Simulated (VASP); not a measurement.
# CdSe (P6_3mc) in VASP: a series of runs

Runs on CdSe. Level: r2SCAN. Tasks: single point.

Everything below comes from runs of VASP 6.6.1. Logs are shortened: lines on timing, memory, paths and dates and some standing lists are left out, and cuts for length are marked.

### Step 1. The cell of the first run

Symmetry: P6_3mc, No. 186, hexagonal system. Conventional cell: a = 4.297 Å, b = 4.297 Å, c = 7.005 Å, α = 90.00°, β = 90.00°, γ = 120.00°. Within 3.5 Å of Cd (site symmetry 3m) lie 4 Se at 2.63 Å. Within 3.5 Å of Se (site symmetry 3m) lie 4 Cd at 2.63 Å.

### Step 2. Single point, r2SCAN (volume changed by -3%)

POSCAR reads:

```
CdSe
1.0
    4.2968749743      0.0000000000      0.0000000000
   -2.1484374871      3.7212028846      0.0000000000
    0.0000000000      0.0000000000      7.0051598198
Cd Se
2 2
Direct
    0.3333333333      0.6666666667     -0.0004760038
    0.6666666667      0.3333333333      0.4995239962
    0.3333333333      0.6666666667      0.3754760038
    0.6666666667      0.3333333333      0.8754760038
```

INCAR.step1 reads:

```
ALGO = Normal ; EDIFF = 1E-4
ENCUT = 520 ; GGA = PE
ISMEAR = 0 ; LASPH = True
LCHARG = False ; LREAL = False
LWAVE = True ; NBANDS = 26
NELM = 80 ; PREC = Accurate
SIGMA = 0.01
```

INCAR.step2 reads:

```
ALGO = Normal ; EDIFF = 1E-6
ENCUT = 520 ; ISIF = 2
ISMEAR = 0 ; ISTART = 1
LASPH = True ; LCHARG = True
LELF = True ; LMIXTAU = True
LREAL = False ; LVHAR = True
LWAVE = False ; METAGGA = R2SCAN
NBANDS = 26 ; NELM = 80
PREC = Accurate ; SIGMA = 0.01
```

KPOINTS reads:

```
k-points
0
Gamma
  6 6 4
```

Potentials or basis: VASP PAW PBE potentials, release 64 (Cd, Se).

The run is started by

```sh
$ cat potpaw_PBE.64/Cd/POTCAR potpaw_PBE.64/Se/POTCAR > POTCAR
$ cp INCAR.step1 INCAR
$ mpirun -np 1 vasp_std > vasp.out
$ cp INCAR.step2 INCAR
$ mpirun -np 1 vasp_std > vasp.out
```

OUTCAR:

```text
EDIFF = 1E-6
   ENCUT = 520
   ISIF = 2
   ISMEAR = 0
   ISTART = 1
   LASPH = True
   LREAL = False
   METAGGA = R2SCAN
   NELM = 80
   PREC = Accurate

 ion  position               nearest neighbor table
   1  0.333  0.667  1.000-   4 2.63   4 2.63   4 2.63   3 2.63
   2  0.667  0.333  0.500-   3 2.63   3 2.63   3 2.63   4 2.63
   3  0.333  0.667  0.375-   2 2.63   2 2.63   2 2.63   1 2.63
   4  0.667  0.333  0.875-   1 2.63   1 2.63   1 2.63   2 2.63

  LATTYP: Found a hexagonal cell.
 ALAT       =     4.2968749743
 C/A-ratio  =     1.6302917496

  Lattice vectors:

 A1 = (   4.2968749743,   0.0000000000,   0.0000000000)
 A2 = (  -2.1484374871,   3.7212028846,   0.0000000000)
 A3 = (   0.0000000000,   0.0000000000,   7.0051598198)

Analysis of symmetry for initial positions (statically):
=====================================================================
 Subroutine PRICEL returns:
 Original cell was already a primitive cell.

 Routine SETGRP: Setting up the symmetry group for a
 hexagonal supercell.

 Subroutine GETGRP returns: Found 12 space group operations
 (whereof  6 operations were pure point group operations)
 out of a pool of 24 trial point group operations.

The static configuration has the point symmetry C_3v.
 The point group associated with its full space group is C_6v.

Analysis of symmetry for dynamics (positions and initial velocities):
=====================================================================
 Subroutine PRICEL returns:
 Original cell was already a primitive cell.

 Routine SETGRP: Setting up the symmetry group for a
 hexagonal supercell.

 Subroutine GETGRP returns: Found 12 space group operations
 (whereof  6 operations were pure point group operations)
 out of a pool of 24 trial point group operations.

The dynamic configuration has the point symmetry C_3v.
 The point group associated with its full space group is C_6v.

 Subroutine INISYM returns: Found 12 space group operations
 (whereof  6 operations are pure point group operations),
 and found     1 'primitive' translations

----------------------------------------------------------------------------------------

                                     Primitive cell

  volume of cell :     112.0093

  direct lattice vectors                    reciprocal lattice vectors
     4.296874974  0.000000000  0.000000000     0.232727274  0.134365154  0.000000000
    -2.148437487  3.721202885  0.000000000     0.000000000  0.268730309  0.000000000
     0.000000000  0.000000000  7.005159820     0.000000000  0.000000000  0.142751918

  length of vectors
     4.296874974  4.296874974  7.005159820     0.268730309  0.268730309  0.142751918

  position of ions in fractional coordinates (direct lattice)
     0.333333333  0.666666667  0.999523996
     0.666666667  0.333333333  0.499523996
     0.333333333  0.666666667  0.375476004
     0.666666667  0.333333333  0.875476004

  ion indices of the primitive-cell ions
   primitive index   ion index
                 1           1
                 2           2
                 3           3
                 4           4

----------------------------------------------------------------------------------------

 KPOINTS: k-points

Automatic generation of k-mesh.
 Grid dimensions read from file:
 generate k-points for:    6    6    4

 Generating k-lattice:

  Cartesian coordinates                     Fractional coordinates (reciprocal lattice)
     0.038787879  0.022394192  0.000000000     0.166666667  0.000000000  0.000000000
     0.000000000  0.044788385  0.000000000     0.000000000  0.166666667  0.000000000
     0.000000000  0.000000000  0.035687979     0.000000000  0.000000000  0.250000000

  Length of vectors
     0.044788385  0.044788385  0.035687979

  Shift w.r.t. Gamma in fractional coordinates (k-lattice)
     0.000000000  0.000000000  0.000000000

 Subroutine IBZKPT returns following result:
 ===========================================

 Found     21 irreducible k-points:

 Following reciprocal coordinates:
            Coordinates               Weight
  0.000000  0.000000  0.000000      1.000000
  0.166667  0.000000  0.000000      6.000000
  0.333333  0.000000  0.000000      6.000000
  0.500000  0.000000  0.000000      3.000000
  0.166667  0.166667  0.000000      6.000000
  0.333333  0.166667  0.000000     12.000000
[... 13 lines left out ...]
  0.333333  0.166667  0.500000     12.000000
  0.333333  0.333333  0.500000      2.000000
   k-points           NKPTS =     21   k-points in BZ     NKDIM =     21   number of bands    NBANDS=     26
   number of dos      NEDOS =    301   number of ions     NIONS =      4
   total plane-waves  NPLWV =  55296
   dimension x,y,z NGX =    32 NGY =   32 NGZ =   54
   dimension x,y,z NGXF=    64 NGYF=   64 NGZF=  108
   ions per type =               2   2
   NGX,Y,Z   is equivalent  to a cutoff of  12.38, 12.38, 12.82 a.u.
   NGXF,Y,Z  is equivalent  to a cutoff of  24.76, 24.76, 25.63 a.u.
 SYSTEM =  unknown system
   PREC   = accura    normal or accurate (medium, high low for compatibility)
   ISTART =      1    job   : 0-new  1-cont  2-samecut
   ICHARG =      0    charge: 1-file 2-atom 10-const
   ISPIN  =      1    spin polarized calculation?
   LNONCOLLINEAR =      F non collinear calculations
   LSORBIT =      F    spin-orbit coupling
   LASPH  =      T    aspherical Exc in radial PAW
   ENCUT  =  520.0 eV  38.22 Ry    6.18 a.u.   7.99  7.99 13.02*2*pi/ulx,y,z
   NELM   =     80;   NELMIN=  2; NELMDL=  0     # of ELM steps
   EDIFF  = 0.1E-05   stopping-criterion for ELM
   LREAL  =      F    real-space projection
   EDIFFG = 0.1E-04   stopping-criterion for IOM
   NSW    =      0    number of steps for IOM
   IBRION =     -1    ionic relax: 0-MD 1-quasi-New 2-CG
   NFREE  =      0    steps in history (QN), initial steepest desc. (CG)
   ISIF   =      2    stress and relaxation
   ISYM   =      2    0-nonsym 1-usesym 2-fastsym
   POTIM  = 0.5000    time-step for ionic-motion
   TEBEG  =    0.0;   TEEND  =   0.0 temperature during run
   PSTRESS=    0.0 pullay stress
   NELECT =      36.0000    total number of electrons
   NUPDOWN=      -1.0000    fix difference up-down
   EMIN   =  10.00;   EMAX   =-10.00  energy-range for DOS
   EFERMI =   0.00;   METHOD = LEGACY
   ISMEAR =     0;   SIGMA  =   0.01  broadening in eV -4-tet -1-fermi 0-gaus
   EFERMI_NEDOS =   21; number of points for ismear=-14 and -15
   IALGO  =     38    algorithm
   IMIX   =      4    mixing-type and parameters
     AMIX     =   0.40;   BMIX     =  1.00
     AMIX_MAG =   1.60;   BMIX_MAG =  1.00
  volume/ion in A,a.u.               =      28.00       188.97
  Fermi-wavevector in a.u.,A,eV,Ry     =   1.121392  2.119124 17.109612  1.257521
  Thomas-Fermi vector in A             =   2.258046
   LORBIT       =      0    0 simple, 1 ext, 2 COOP (PROOUT), +10 PAW based schemes
   METAGGA = R2SCAN    functional components
   LHFCALC =     F    Hartree Fock is set to
   AEXX    =    0.0000 exact exchange contribution
   IVDW    =     0    specifies the selected vdW correction
   LEPSILON=     F    determine dielectric tensor
   LRPA    =     F    only Hartree local field effects (RPA)
 non-spin polarized calculation
 Gauss-broadening in eV      SIGMA  =   0.01
  energy-cutoff  :      520.00
  volume of cell :      112.01
 maximum number of plane-waves:      3042
 NGX is ok and might be reduce to    32
   NGX = 15   NGY = 15   NGZ = 27

 number of electron      35.9999997 magnetization

 Free energy of the ion-electron system (eV)
  ---------------------------------------------------
  ext. energy  EPLUGINS =         0.00000000
  ---------------------------------------------------
  free energy    TOTEN  =       -71.80635284 eV

  energy without entropy =      -71.80635284  energy(sigma->0) =      -71.80635284

 E-fermi :   0.7982     XC(G=0):  -9.4421

 val. band max:        0.6832130629   @ k =   0.0000   0.0000   0.0000
 cond. band min:       1.8504739095   @ k =   0.0000   0.0000   0.0000
 fundamental gap:      1.1672608467
 Fermi energy:         0.7982076221

 k-point     1 :       0.0000    0.0000    0.0000
  band No.  band energies     occupation
      1     -12.3690      2.00000
      2     -11.9794      2.00000
      3      -7.4897      2.00000
      4      -7.4833      2.00000
      5      -7.4833      2.00000
      6      -7.4086      2.00000
[... 18 lines left out ...]
     25       8.2680      0.00000
     26       8.8610      0.00000

 k-point     2 :       0.1667    0.0000    0.0000
  band No.  band energies     occupation
      1     -12.2838      2.00000
      2     -11.9414      2.00000
      3      -7.4626      2.00000
      4      -7.4526      2.00000
      5      -7.4132      2.00000
      6      -7.3665      2.00000
[... 18 lines left out ...]
     25       8.3740      0.00000
     26       8.9226      0.00000

 k-point     3 :       0.3333    0.0000    0.0000
  band No.  band energies     occupation
      1     -12.0981      2.00000
      2     -11.8775      2.00000
      3      -7.4153      2.00000
      4      -7.4031      2.00000
      5      -7.2897      2.00000
      6      -7.2796      2.00000
[... 18 lines left out ...]
     25       9.0090      0.00000
     26       9.5881      0.00000

 k-point     4 :       0.5000    0.0000    0.0000
  band No.  band energies     occupation
      1     -11.9868      2.00000
      2     -11.8627      2.00000
      3      -7.3988      2.00000
      4      -7.3861      2.00000
      5      -7.2393      2.00000
      6      -7.2218      2.00000
[... 18 lines left out ...]
     25       9.1321      0.00000
     26      11.0273      0.00000

 k-point     5 :       0.1667    0.1667    0.0000
  band No.  band energies     occupation
      1     -12.1476      2.00000
      2     -11.8912      2.00000
      3      -7.4214      2.00000
      4      -7.4156      2.00000
      5      -7.3147      2.00000
      6      -7.3122      2.00000
[... 18 lines left out ...]
     25       9.0822      0.00000
     26       9.2254      0.00000

 k-point     6 :       0.3333    0.1667    0.0000
  band No.  band energies     occupation
      1     -11.9884      2.00000
      2     -11.8628      2.00000
      3      -7.4073      2.00000
      4      -7.3650      2.00000
      5      -7.2556      2.00000
      6      -7.2420      2.00000
[... 340 lines left out ...]
 k-point    18 :       0.5000    0.0000    0.5000
  band No.  band energies     occupation
      1     -11.9175      2.00000
      2     -11.9175      2.00000
      3      -7.3629      2.00000
      4      -7.3629      2.00000
      5      -7.3097      2.00000
      6      -7.3097      2.00000
[... 18 lines left out ...]
     25       9.1861      0.00000
     26       9.1861      0.00000

 k-point    19 :       0.1667    0.1667    0.5000
  band No.  band energies     occupation
      1     -12.0141      2.00000
      2     -12.0141      2.00000
      3      -7.3764      2.00000
      4      -7.3764      2.00000
      5      -7.3533      2.00000
      6      -7.3533      2.00000
[... 18 lines left out ...]
     25       8.7399      0.00000
     26       8.7399      0.00000

 k-point    20 :       0.3333    0.1667    0.5000
  band No.  band energies     occupation
      1     -11.9183      2.00000
      2     -11.9183      2.00000
      3      -7.3474      2.00000
      4      -7.3474      2.00000
      5      -7.3148      2.00000
      6      -7.3148      2.00000
[... 18 lines left out ...]
     25       9.2330      0.00000
     26       9.2330      0.00000

 k-point    21 :       0.3333    0.3333    0.5000
  band No.  band energies     occupation
      1     -11.8872      2.00000
      2     -11.8872      2.00000
      3      -7.3245      2.00000
      4      -7.3245      2.00000
      5      -7.3126      2.00000
      6      -7.3126      2.00000
[... 18 lines left out ...]
     25      10.0276      0.00000
     26      10.0276      0.00000

------------------------ aborting loop because EDIFF is reached ----------------------------------------

  FORCE on cell =-STRESS in cart. coord.  units (eV):
  Direction    XX          YY          ZZ          XY          YZ          ZX
  --------------------------------------------------------------------------------------
  -------------------------------------------------------------------------------------
  Total        1.3646900      1.3646900      1.3759443      0.0000000      0.0000000      0.0000000
  in kB       19.5204798     19.5204798     19.6814602      0.0000000      0.0000000      0.0000000
  external PRESSURE =      19.5741399 kB  Pullay stress =       0.0000000 kB

 VOLUME and BASIS-vectors are now :
 -----------------------------------------------------------------------------
  energy-cutoff  :      520.00
  volume of cell :      112.01
      direct lattice vectors                 reciprocal lattice vectors
     4.296874974  0.000000000  0.000000000     0.232727274  0.134365154  0.000000000
    -2.148437487  3.721202885  0.000000000     0.000000000  0.268730309  0.000000000
     0.000000000  0.000000000  7.005159820     0.000000000  0.000000000  0.142751918

 POSITION                                       TOTAL-FORCE (eV/Angst)
 -----------------------------------------------------------------------------------
     -0.00000      2.48080      7.00183        -0.000000      0.000000      0.003668
      2.14844      1.24040      3.49925         0.000000     -0.000000      0.003668
     -0.00000      2.48080      2.63027        -0.000000      0.000000     -0.003668
      2.14844      1.24040      6.13285        -0.000000      0.000000     -0.003668
 -----------------------------------------------------------------------------------
    total drift:                               -0.000000     -0.000000     -0.003072

  FREE ENERGIE OF THE ION-ELECTRON SYSTEM (eV)
  ---------------------------------------------------
  free  energy   TOTEN  =       -71.8063528379 eV

  energy  without entropy=      -71.8063528379  energy(sigma->0) =      -71.80635284
```

Run time: 2.9 min. Hardware: 1 thread of Intel Xeon Platinum 8559C (Emerald Rapids), shared host; peak memory 0.26 GiB.

Results:

| Item | Value |
| --- | --- |
| Free energy | -71.8064 eV |
| Pressure | 2.0 GPa |
| Largest force | 0.004 eV/Å |
| Band gap on the k mesh | 1.17 eV, direct |

Forces on the atoms (eV/Å):
```
Cd   0.000  0.000  0.004
Cd   0.000  0.000  0.004
Se   0.000  0.000 -0.004
Se   0.000  0.000 -0.004
```

Levels at points of the mesh, in eV from the valence-band top:
| k point | band 16 | band 17 | band 18 | band 19 | band 20 | band 21 |
| --- | --- | --- | --- | --- | --- | --- |
| (0.00, 0.00, 0.00) | -0.05 | 0.00 | 0.00 | 1.17 | 2.67 | 6.38 |
| (0.50, 0.00, 0.00) | -1.91 | -1.36 | -0.77 | 3.70 | 3.70 | 5.09 |
| (0.00, 0.00, 0.50) | -0.41 | -0.41 | -0.41 | 2.85 | 2.85 | 6.32 |
| (0.50, 0.00, 0.50) | -1.39 | -1.38 | -1.38 | 3.35 | 3.35 | 5.28 |

Caveat: the PAW data sets were made with another functional, which shifts forces and pressure a little.

(Part 1 of 2 ends here.)
